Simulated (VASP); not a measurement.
# CoNiO2 (P4/mmm) in VASP: a series of runs

CoNiO2 is run at these levels: LDA; tasks: single point.

All numbers are computed with VASP 6.6.1; they aren't measurements. Logs are shortened: lines on timing, memory, paths and dates and some standing lists are left out, and cuts for length are marked.

## (1) The cell of the first run

The structure is tetragonal, space group P4/mmm (No. 123). The conventional cell has a = 2.953 Å, b = 2.953 Å, c = 4.136 Å, α = 90.00°, β = 90.00°, γ = 90.00°. Within 2.7 Å of Ni (site symmetry 4/mmm) lie 6 O at 2.07 to 2.09 Å. Within 2.7 Å of Co (site symmetry 4/mmm) lie 6 O at 2.07 to 2.09 Å. O (site symmetry 4/mmm) has 2 Ni at 2.07 Å and 4 Co at 2.09 Å within 2.7 Å. O (site symmetry 4/mmm) has 2 Co at 2.07 Å and 4 Ni at 2.09 Å within 2.7 Å.

## (2) Single point, LDA, collinear spin, ferromagnetic start (9.02 Å³/atom)

Contents of INCAR:

```
SYSTEM = CoNiO2
PREC     = Accurate       ! precision mode
ENCUT    = 520            ! plane-wave cutoff, eV
EDIFF    = 1E-6           ! SCF threshold, eV
ISMEAR   = -1             ! smearing method
SIGMA    = 0.05           ! smearing width, eV
LREAL    = .FALSE.        ! projectors in reciprocal space
LASPH    = .TRUE.         ! aspherical terms in the spheres
NELM     = 150            ! most SCF steps
ALGO     = Normal         ! electronic algorithm
ISIF     = 2              ! what is computed and relaxed
LWAVE    = .FALSE.        ! write WAVECAR
LCHARG   = .FALSE.        ! write CHGCAR
ISPIN    = 2              ! spin polarisation
MAGMOM   = 1 2 0 0        ! initial moments
LORBIT   = 11             ! projections on sites
LMAXMIX  = 4              ! l up to which the mixer works
NBANDS   = 28             ! bands
```

Contents of KPOINTS:

```
Automatic mesh
0
G
  9 9 6
  0 0 0
```

Contents of POSCAR:

```
CoNiO2
1.0
    2.9527987338      0.0000000000      0.0000000000
    0.0000000000      2.9527987338      0.0000000000
    0.0000000000      0.0000000000      4.1360917330
Ni Co O
1 1 2
Direct
    0.0000000000      0.0000000000      0.0000000000
    0.5000000000      0.5000000000      0.5000000000
    0.0000000000      0.0000000000      0.5000000000
    0.5000000000      0.5000000000      0.0000000000
```

Potentials or basis: VASP PAW LDA potentials, release 64 (Ni, Co, O).

Command:

```bash
$ cat potpaw_LDA.64/Ni/POTCAR potpaw_LDA.64/Co/POTCAR potpaw_LDA.64/O/POTCAR > POTCAR
$ mpirun -np 1 vasp_std > vasp.out
```

OUTCAR:

```text
SYSTEM = CoNiO2
   PREC = Accurate
   ENCUT = 520
   EDIFF = 1E-6
   ISMEAR = -1
   LREAL = .FALSE.
   LASPH = .TRUE.
   NELM = 150
   ISIF = 2
   ISPIN = 2
   LORBIT = 11

 ion  position               nearest neighbor table
   1  0.000  0.000  0.000-   3 2.07   3 2.07   4 2.09   4 2.09   4 2.09   4 2.09   2 2.94   2 2.94
                             2 2.94   2 2.94   2 2.94   2 2.94   2 2.94   2 2.94
   2  0.500  0.500  0.500-   4 2.07   4 2.07   3 2.09   3 2.09   3 2.09   3 2.09   1 2.94   1 2.94
                             1 2.94   1 2.94   1 2.94   1 2.94   1 2.94   1 2.94
   3  0.000  0.000  0.500-   1 2.07   1 2.07   2 2.09   2 2.09   2 2.09   2 2.09
   4  0.500  0.500  0.000-   2 2.07   2 2.07   1 2.09   1 2.09   1 2.09   1 2.09

  LATTYP: Found a simple tetragonal cell.
 ALAT       =     2.9527987338
 C/A-ratio  =     1.4007360832

  Lattice vectors:

 A1 = (   2.9527987338,   0.0000000000,   0.0000000000)
 A2 = (   0.0000000000,   2.9527987338,   0.0000000000)
 A3 = (   0.0000000000,   0.0000000000,   4.1360917330)

Analysis of symmetry for initial positions (statically):
=====================================================================
 Subroutine PRICEL returns:
 Original cell was already a primitive cell.

 Routine SETGRP: Setting up the symmetry group for a
 simple tetragonal supercell.

 Subroutine GETGRP returns: Found 16 space group operations
 (whereof 16 operations were pure point group operations)
 out of a pool of 16 trial point group operations.

The static configuration has the point symmetry D_4h.

Analysis of symmetry for dynamics (positions and initial velocities):
=====================================================================
 Subroutine PRICEL returns:
 Original cell was already a primitive cell.

 Routine SETGRP: Setting up the symmetry group for a
 simple tetragonal supercell.

 Subroutine GETGRP returns: Found 16 space group operations
 (whereof 16 operations were pure point group operations)
 out of a pool of 16 trial point group operations.

The dynamic configuration has the point symmetry D_4h.

Analysis of structural, dynamic, and magnetic symmetry:
=====================================================================
 Subroutine PRICEL returns:
 Original cell was already a primitive cell.

 Routine SETGRP: Setting up the symmetry group for a
 simple tetragonal supercell.

 Subroutine GETGRP returns: Found 16 space group operations
 (whereof 16 operations were pure point group operations)
 out of a pool of 16 trial point group operations.

The overall configuration has the point symmetry D_4h.

 Subroutine INISYM returns: Found 16 space group operations
 (whereof 16 operations are pure point group operations),
 and found     1 'primitive' translations

----------------------------------------------------------------------------------------

                                     Primitive cell

  volume of cell :      36.0627

  direct lattice vectors                    reciprocal lattice vectors
     2.952798734  0.000000000  0.000000000     0.338661755  0.000000000  0.000000000
     0.000000000  2.952798734  0.000000000     0.000000000  0.338661755  0.000000000
     0.000000000  0.000000000  4.136091733     0.000000000  0.000000000  0.241774135

  length of vectors
     2.952798734  2.952798734  4.136091733     0.338661755  0.338661755  0.241774135

  position of ions in fractional coordinates (direct lattice)
     0.000000000  0.000000000  0.000000000
     0.500000000  0.500000000  0.500000000
     0.000000000  0.000000000  0.500000000
     0.500000000  0.500000000  0.000000000

  ion indices of the primitive-cell ions
   primitive index   ion index
                 1           1
                 2           2
                 3           3
                 4           4

----------------------------------------------------------------------------------------

 KPOINTS: Automatic mesh

Automatic generation of k-mesh.
 Grid dimensions read from file:
 generate k-points for:    9    9    6

 Generating k-lattice:

  Cartesian coordinates                     Fractional coordinates (reciprocal lattice)
     0.037629084  0.000000000  0.000000000     0.111111111  0.000000000  0.000000000
     0.000000000  0.037629084  0.000000000     0.000000000  0.111111111  0.000000000
     0.000000000  0.000000000  0.040295689     0.000000000  0.000000000  0.166666667

  Length of vectors
     0.037629084  0.037629084  0.040295689

  Shift w.r.t. Gamma in fractional coordinates (k-lattice)
     0.000000000  0.000000000  0.000000000

 Subroutine IBZKPT returns following result:
 ===========================================

 Found     60 irreducible k-points:

 Following reciprocal coordinates:
            Coordinates               Weight
  0.000000  0.000000  0.000000      1.000000
  0.111111  0.000000  0.000000      4.000000
  0.222222  0.000000  0.000000      4.000000
  0.333333  0.000000  0.000000      4.000000
  0.444444  0.000000  0.000000      4.000000
  0.111111  0.111111  0.000000      4.000000
[... 16 lines left out ...]
  0.333333  0.111111  0.166667     16.000000
  0.444444  0.111111  0.166667     16.000000
 [... further k-points ...]
   k-points           NKPTS =     60   k-points in BZ     NKDIM =     60   number of bands    NBANDS=     28
   number of dos      NEDOS =    301   number of ions     NIONS =      4
   total plane-waves  NPLWV =  18432
   dimension x,y,z NGX =    24 NGY =   24 NGZ =   32
   dimension x,y,z NGXF=    48 NGYF=   48 NGZF=   64
   ions per type =               1   1   2
   NGX,Y,Z   is equivalent  to a cutoff of  13.51, 13.51, 12.86 a.u.
   NGXF,Y,Z  is equivalent  to a cutoff of  27.02, 27.02, 25.72 a.u.
 SYSTEM =  CoNiO2
   PREC   = accura    normal or accurate (medium, high low for compatibility)
   ISTART =      0    job   : 0-new  1-cont  2-samecut
   ICHARG =      2    charge: 1-file 2-atom 10-const
   ISPIN  =      2    spin polarized calculation?
   LNONCOLLINEAR =      F non collinear calculations
   LSORBIT =      F    spin-orbit coupling
   LASPH  =      T    aspherical Exc in radial PAW
   ENCUT  =  520.0 eV  38.22 Ry    6.18 a.u.   5.49  5.49  7.69*2*pi/ulx,y,z
   NELM   =    150;   NELMIN=  2; NELMDL= -5     # of ELM steps
   EDIFF  = 0.1E-05   stopping-criterion for ELM
   LREAL  =      F    real-space projection
   EDIFFG = 0.1E-04   stopping-criterion for IOM
   NSW    =      0    number of steps for IOM
   IBRION =     -1    ionic relax: 0-MD 1-quasi-New 2-CG
   NFREE  =      0    steps in history (QN), initial steepest desc. (CG)
   ISIF   =      2    stress and relaxation
   ISYM   =      2    0-nonsym 1-usesym 2-fastsym
   POTIM  = 0.5000    time-step for ionic-motion
   TEBEG  =    0.0;   TEEND  =   0.0 temperature during run
   PSTRESS=    0.0 pullay stress
   NELECT =      31.0000    total number of electrons
   NUPDOWN=      -1.0000    fix difference up-down
   EMIN   =  10.00;   EMAX   =-10.00  energy-range for DOS
   EFERMI =   0.00;   METHOD = LEGACY
   ISMEAR =    -1;   SIGMA  =   0.05  broadening in eV -4-tet -1-fermi 0-gaus
   EFERMI_NEDOS =   21; number of points for ismear=-14 and -15
   IALGO  =     38    algorithm
   IMIX   =      4    mixing-type and parameters
     AMIX     =   0.40;   BMIX     =  1.00
     AMIX_MAG =   1.60;   BMIX_MAG =  1.00
  volume/ion in A,a.u.               =       9.02        60.84
  Fermi-wavevector in a.u.,A,eV,Ry     =   1.556597  2.941541 32.966826  2.422993
  Thomas-Fermi vector in A             =   2.660369
   LORBIT       =     11    0 simple, 1 ext, 2 COOP (PROOUT), +10 PAW based schemes
   GGA     = CA    functional components
   LHFCALC =     F    Hartree Fock is set to
   AEXX    =    0.0000 exact exchange contribution
   IVDW    =     0    specifies the selected vdW correction
   LEPSILON=     F    determine dielectric tensor
   LRPA    =     F    only Hartree local field effects (RPA)
 spin polarized calculation
  energy-cutoff  :      520.00
  volume of cell :       36.06
 maximum number of plane-waves:       999
 NGX is ok and might be reduce to    24
   NGX = 11   NGY = 11   NGZ = 15

 number of electron      31.0000000 magnetization       2.7296662

 Free energy of the ion-electron system (eV)
  ---------------------------------------------------
  ext. energy  EPLUGINS =         0.00000000
  ---------------------------------------------------
  free energy    TOTEN  =       -28.07366176 eV

  energy without entropy =      -28.01369027  energy(sigma->0) =      -28.04367602

 E-fermi :   8.1198     XC(G=0): -13.2594

 val. band max:        8.1194891875   @ k =   0.2222   0.2222   0.0000
 cond. band min:       8.1245358072   @ k =   0.1111   0.0000   0.3333
 fundamental gap:      0.0050466198
 Fermi energy:         8.1198413670

 spin component 1

 k-point     1 :       0.0000    0.0000    0.0000
  band No.  band energies     occupation
      1     -12.3904      1.00000
      2     -10.8865      1.00000
      3       0.8357      1.00000
      4       3.4056      1.00000
      5       3.4056      1.00000
      6       4.5997      1.00000
[... 709 lines left out ...]
     26      23.2692      0.00000
     27      28.4006      0.00000

 [... further k-points ...]

 spin component 2

 k-point     1 :       0.0000    0.0000    0.0000
  band No.  band energies     occupation
      1     -12.1629      1.00000
      2     -10.6339      1.00000
      3       1.0402      1.00000
      4       3.6516      1.00000
      5       3.6516      1.00000
      6       4.9528      1.00000
[... 709 lines left out ...]
     26      23.6209      0.00000
     27      28.6570      0.00000

 [... further k-points ...]

 [bands above 27 left out]

------------------------ aborting loop because EDIFF is reached ----------------------------------------

  FORCE on cell =-STRESS in cart. coord.  units (eV):
  Direction    XX          YY          ZZ          XY          YZ          ZX
  --------------------------------------------------------------------------------------
  -------------------------------------------------------------------------------------
  Total       -3.6781577     -3.6781577     -3.5491888      0.0000000      0.0000000     -0.0000000
  in kB     -163.4116741   -163.4116741   -157.6818946      0.0000000      0.0000000     -0.0000000
  external PRESSURE =    -161.5017476 kB  Pullay stress =       0.0000000 kB

 VOLUME and BASIS-vectors are now :
 -----------------------------------------------------------------------------
  energy-cutoff  :      520.00
  volume of cell :       36.06
      direct lattice vectors                 reciprocal lattice vectors
     2.952798734  0.000000000  0.000000000     0.338661755  0.000000000  0.000000000
     0.000000000  2.952798734  0.000000000     0.000000000  0.338661755  0.000000000
     0.000000000  0.000000000  4.136091733     0.000000000  0.000000000  0.241774135

 POSITION                                       TOTAL-FORCE (eV/Angst)
 -----------------------------------------------------------------------------------
      0.00000      0.00000      0.00000         0.000000      0.000000      0.000000
      1.47640      1.47640      2.06805         0.000000      0.000000      0.000000
      0.00000      0.00000      2.06805         0.000000      0.000000      0.000000
      1.47640      1.47640      0.00000         0.000000      0.000000      0.000000
 -----------------------------------------------------------------------------------
    total drift:                                0.000000     -0.000000     -0.000000

  FREE ENERGIE OF THE ION-ELECTRON SYSTEM (eV)
  ---------------------------------------------------
  free  energy   TOTEN  =       -28.0736617643 eV

  energy  without entropy=      -28.0136902659  energy(sigma->0) =      -28.04367602

 total charge

# of ion       s       p       d       tot
------------------------------------------
    1        0.334   0.406   8.381   9.121
    2        0.314   0.396   7.259   7.969
    3        1.551   3.378   0.000   4.930
    4        1.555   3.363   0.000   4.917
--------------------------------------------------
tot          3.753   7.543  15.640  26.937

 magnetization (x)

# of ion       s       p       d       tot
------------------------------------------
    1        0.007   0.006   0.484   0.498
    2        0.018   0.017   1.883   1.917
    3        0.023   0.125   0.000   0.148
    4        0.017   0.091   0.000   0.108
--------------------------------------------------
tot          0.065   0.238   2.367   2.670
```

Run time: 56 s. Hardware: 1 thread of Intel Xeon 6975P-C (Granite Rapids), shared host; peak memory 0.21 GiB.

What came out:

| Quantity | Value |
| --- | --- |
| Free energy | -28.0737 eV |
| Pressure | -16.2 GPa |
| Net moment | 2.73 μB per cell |
| Site moments | Ni +0.50; Co +1.92; O +0.15, +0.11 μB |
| Valence electrons inside the program's atomic spheres | Ni 9.12; Co 7.97; O 4.93, 4.92 |

Caveat: the cell stands under tension; semilocal functionals often make such compounds metallic where correlation or magnetic order opens a gap, which also shifts bond lengths. With open d or f shells a metallic result of LDA can be an artefact of self-interaction; +U or a hybrid may open a gap.

## (3) Single point, LDA, collinear spin, ferromagnetic start (9.21 Å³/atom)

This run uses another cell than the first one, of 9.21 Å³/atom.

Contents of INCAR:

```
SYSTEM = CoNiO2
PREC = Accurate ; ENCUT = 520
EDIFF = 1E-7 ; ISMEAR = -1
SIGMA = 0.05 ; LREAL = .False.
LASPH = .True. ; NELM = 150
ALGO = Normal ; ISIF = 2
LWAVE = .False. ; LCHARG = .False.
ISPIN = 2 ; MAGMOM = 1 2 0 0
LORBIT = 11 ; LMAXMIX = 4
NBANDS = 28
```

Contents of KPOINTS:

```
Automatic mesh
0
Gamma
  9 9 6
  0 0 0
```

Contents of POSCAR:

```
CoNiO2
1.0
    2.9735937763      0.0000000000      0.0000000000
    0.0000000000      2.9735937763      0.0000000000
    0.0000000000      0.0000000000      4.1652200993
Ni Co O
1 1 2
Direct
    0.0000000000      0.0000000000      0.0000000000
    0.5000000000      0.5000000000      0.5000000000
    0.0000000000      0.0000000000      0.5000000000
    0.5000000000      0.5000000000      0.0000000000
```

Potentials or basis: VASP PAW LDA potentials, release 64 (Ni, Co, O).

Command:

```bash
$ cat potpaw_LDA.64/Ni/POTCAR potpaw_LDA.64/Co/POTCAR potpaw_LDA.64/O/POTCAR > POTCAR
$ mpirun -np 1 vasp_std > vasp.out
```

Run time: 57 s. Hardware: 1 thread of Intel Xeon 6975P-C (Granite Rapids), shared host; peak memory 0.21 GiB.

Results (log left out):

```
Free energy                                           : -27.9912 eV
Pressure                                              : -18.7 GPa
Band gap on the k mesh                                : zero (filled and empty bands overlap)
Net moment                                            : 2.98 μB per cell
Site moments                                          : Ni +0.54; Co +2.08; O +0.17, +0.12 μB
Valence electrons inside the program's atomic spheres : Ni 9.08; Co 7.92; O 4.92, 4.91
```

Stress tensor (GPa, compression positive):
```
-18.75   0.00   0.00
  0.00 -18.75   0.00
  0.00   0.00 -18.53
```

Levels at points of the mesh, in eV from the Fermi level:
Spin up:
| k point | band 14 | band 15 | band 16 | band 17 | band 18 | band 19 | band 20 | band 21 | band 22 | band 23 |
| --- | --- | --- | --- | --- | --- | --- | --- | --- | --- | --- |
| (0.00, 0.00, 0.00) | -2.21 | -1.69 | -1.26 | -1.14 | -1.14 | 1.43 | 6.16 | 10.21 | 12.03 | 16.16 |
| (0.00, 0.00, 0.50) | -1.45 | -1.18 | -1.00 | -1.00 | -0.72 | 5.23 | 5.31 | 13.08 | 13.13 | 13.22 |
Spin down:
| k point | band 11 | band 12 | band 13 | band 14 | band 15 | band 16 | band 17 | band 18 |
| --- | --- | --- | --- | --- | --- | --- | --- | --- |
| (0.00, 0.00, 0.00) | -1.48 | -1.34 | -1.12 | -1.05 | -0.22 | -0.09 | -0.09 | 0.29 |
| (0.00, 0.00, 0.50) | -1.06 | -0.59 | -0.59 | -0.29 | -0.11 | 0.03 | 0.03 | 0.70 |

Caveat: the cell stands under tension; semilocal functionals often make such compounds metallic where correlation or magnetic order opens a gap, which also shifts bond lengths. With open d or f shells a metallic result of LDA can be an artefact of self-interaction; +U or a hybrid may open a gap.

## (4) Single point, LDA, collinear spin, ferromagnetic start (9.40 Å³/atom)

This run uses another cell than the first one, of 9.40 Å³/atom.

Contents of INCAR:

```
PREC = Accurate
ENCUT = 520
EDIFF = 1E-7
ISMEAR = -1
SIGMA = 0.05
LREAL = False
LASPH = True
NELM = 150
ALGO = Normal
ISIF = 2
LWAVE = False
LCHARG = False
ISPIN = 2
MAGMOM = 1 2 0 0
LORBIT = 11
LMAXMIX = 4
GGA = CA
NBANDS = 28
```

Contents of KPOINTS:

```
regular mesh
0
Gamma
  9 9 6
```

Contents of POSCAR:

```
CoNiO2
1.0
    2.9941019676      0.0000000000      0.0000000000
    0.0000000000      2.9941019676      0.0000000000
    0.0000000000      0.0000000000      4.1939466629
Ni Co O
1 1 2
Direct
    0.0000000000      0.0000000000      0.0000000000
    0.5000000000      0.5000000000      0.5000000000
    0.0000000000      0.0000000000      0.5000000000
    0.5000000000      0.5000000000      0.0000000000
```

Command:

```bash
$ cat potpaw_LDA.64/Ni/POTCAR potpaw_LDA.64/Co/POTCAR potpaw_LDA.64/O/POTCAR > POTCAR
$ mpirun -np 1 vasp_std > vasp.out
```

Run time: 58 s. Hardware: 1 thread of Intel Xeon 6975P-C (Granite Rapids), shared host; peak memory 0.21 GiB.

The run converged. Its results:

- Free energy: -27.8966 eV
- Pressure: -21.2 GPa
- Net moment: 3.16 μB per cell
- Site moments: Ni +0.57; Co +2.19; O +0.19, +0.13 μB
- Valence electrons inside the program's atomic spheres: Ni 9.05; Co 7.88; O 4.92, 4.90

Stress tensor (GPa, compression positive):
```
-21.14   0.00   0.00
  0.00 -21.14   0.00
  0.00   0.00 -21.28
```

Levels at points of the mesh, in eV from the Fermi level:
Spin up:
```csv
k point,band 14,band 15,band 16,band 17,band 18,band 19,band 20,band 21,band 22,band 23
"(0.00, 0.00, 0.00)",-2.18,-1.68,-1.30,-1.17,-1.17,1.32,6.01,10.08,11.92,15.92
"(0.00, 0.00, 0.50)",-1.52,-1.28,-0.99,-0.99,-0.75,5.10,5.15,12.90,12.93,13.10
```
Spin down:
```csv
k point,band 12,band 13,band 14,band 15,band 16,band 17
"(0.00, 0.00, 0.00)",-1.28,-1.06,-1.00,-0.18,-0.08,-0.08
"(0.00, 0.00, 0.50)",-0.55,-0.55,-0.24,-0.11,0.04,0.04
```

Caveat: the cell stands under tension; semilocal functionals often make such compounds metallic where correlation or magnetic order opens a gap, which also shifts bond lengths. With open d or f shells a metallic result of LDA can be an artefact of self-interaction; +U or a hybrid may open a gap.

## (5) The runs side by side

```tsv
cell	gap on the mesh (eV)	pressure (GPa)	moment (μB)
a = 2.953, b = 2.953, c = 4.136 Å, 4 atoms	none	-16.2	2.73
a = 2.974, b = 2.974, c = 4.165 Å, 4 atoms	none	-18.7	2.98
a = 2.994, b = 2.994, c = 4.194 Å, 4 atoms	none	-21.2	3.16
```

Alike in all rows: task single point; level LDA; potentials or basis VASP PAW LDA potentials, release 64 (Ni, Co, O); spin collinear, ferromagnetic start; k mesh 9 × 9 × 6; cutoff (eV) 520; smearing fermi-dirac 0.05 eV.

Caveats: the cell stands under tension; semilocal functionals often make such compounds metallic where correlation or magnetic order opens a gap, which also shifts bond lengths.

Total energies depend on the potentials used, so only differences within one code and one set of settings carry meaning.
